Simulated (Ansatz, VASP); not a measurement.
**Zr3F2 in VASP and in Ansatz**

The input INCAR:

```
PREC = Accurate
ENCUT = 600
EDIFF = 1E-7
ISMEAR = 0
SIGMA = 0.1
LREAL = False
LASPH = True
NELM = 100
ALGO = Normal
ISIF = 3
LWAVE = False
LCHARG = False
GGA = PE
IBRION = 2
NSW = 90
EDIFFG = -0.04
```

Contents of KPOINTS:

```
regular mesh
0
Gamma
  6 6 4
```

POSCAR

```
Zr3F2
1.0
    4.8073194500      0.0000000000      0.0000000000
   -2.4036597300      4.1632607700      0.0000000000
    0.0000000000      0.0000000000      4.0677291500
Zr F
3 2
Direct
    0.5000000000      0.0000000000      0.0000000000
    0.0000000000      0.5000000000      0.0000000000
    0.5000000000      0.5000000000      0.0000000000
    0.0000000000      0.0000000000      0.5000000000
    0.0000000000      0.0000000000      0.0000000000
```

Input for Ansatz:

```yaml
crystal:
  lattice:
    - [4.80731945, 0.0, 0.0]
    - [-2.40365973, 4.16326077, 0.0]
    - [0.0, 0.0, 4.06772915]
  atoms:
    - { symbol: Zr, position: [0.5, 0.0, 0.0] }
    - { symbol: Zr, position: [0.0, 0.5, 0.0] }
    - { symbol: Zr, position: [0.5, 0.5, 0.0] }
    - { symbol: F, position: [0.0, 0.0, 0.5] }
    - { symbol: F, position: [0.0, 0.0, 0.0] }
basis:
  ecutwfc: 420
kpoints:
  mp_grid: { grid: [6, 6, 4] }
hamiltonian:
  xc: pbe
scf:
  occupations: { method: gaussian, width: 0.1 }
  lower_state_search: "off"
output:
  forces: true
  stress: true
  eigenvalues: true
relax:
  adjacent_minimum: "off"
  f_tol: 0.04
  max_steps: 70
  cell: { stress_tol: 0.4 }
```

Alike in both runs: task relaxation of cell and atoms; functional PBE; k mesh 6 × 6 × 4; occupations gaussian, width 0.1 eV; no spin polarisation.

|  | VASP | Ansatz |
| --- | --- | --- |
| version | VASP 6.6.1 | Ansatz 0.2.0 |
| potentials or method | VASP PAW PBE potentials, release 64 (Zr_sv, F), cutoff 600 eV | scalar-relativistic, plane waves, PAW |
| valence electrons in the cell | 50 | 50 |

VASP gave:

```
gap on the k mesh at the Fermi level, each at its own relaxed structure (eV) : none
relaxed volume (Å³/atom)                                                     : 22.22
relaxed cell length with the largest relative difference (Å)                 : 4.330
```

Q: Which values does Ansatz return?

A: gap on the k mesh at the Fermi level, each at its own relaxed structure (eV): none; relaxed volume (Å³/atom): 22.29; relaxed cell length with the largest relative difference (Å): 4.337.

A gap of «none» marks a metal or a gap that the smearing closes.

The k mesh is coarse, so the values compare programs but aren't converged. Noted on VASP's run: the volume moved by over 15 % at a fixed basis, so the end points are rough.
